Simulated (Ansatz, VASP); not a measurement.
**TaN: VASP beside Ansatz**

```xyz
2
Lattice="2.9380 0.0000 0.0000 -1.4690 2.5062 0.0000 0.0000 0.0000 2.8830" Properties=species:S:1:pos:R:3 pbc="T T T"
Ta    0.0000    1.6708    1.4415
N     0.0000    0.0000    0.0000
```

Change from the starting cell: strain -0.0150 x Voigt [0, 1, 0, 0, 0, 0], atoms carried along.

Alike in both runs: task single point; functional PBEsol; k mesh 18 × 18 × 16; occupations gaussian, width 0.15 eV; no spin polarisation.

|  | VASP | Ansatz |
| --- | --- | --- |
| version | VASP 6.6.1 | Ansatz 0.2.0 |
| potentials or method | VASP PAW PBE potentials, release 64 (Ta_pv, N), cutoff 520 eV | scalar-relativistic, plane waves, PAW |
| valence electrons in the cell | 16 | 18 |

|  | VASP | Ansatz | Ansatz less VASP |
| --- | --- | --- | --- |
| gap on the k mesh at the Fermi level (eV) | none | none | - |
| pressure (GPa) | 1.2 | 0.3 | -0.85 |
| traceless stress, the component that is largest in VASP (GPa) | 4.96 | 5.03 | +0.060 |
| rms of the force components (eV/Å) | 0.020 | 0.018 | -0.0011 |

VASP's potentials were made for PBE, not for PBEsol. Atom by atom the forces differ by 0.001 eV/Å (rms over components). A gap of «none» marks a metal or a gap that the smearing closes. VASP's potentials hold 16 valence electrons a cell and Ansatz's 18, so a difference there can come from the potentials and not from the codes.

Neither program's run includes spin-orbit coupling.
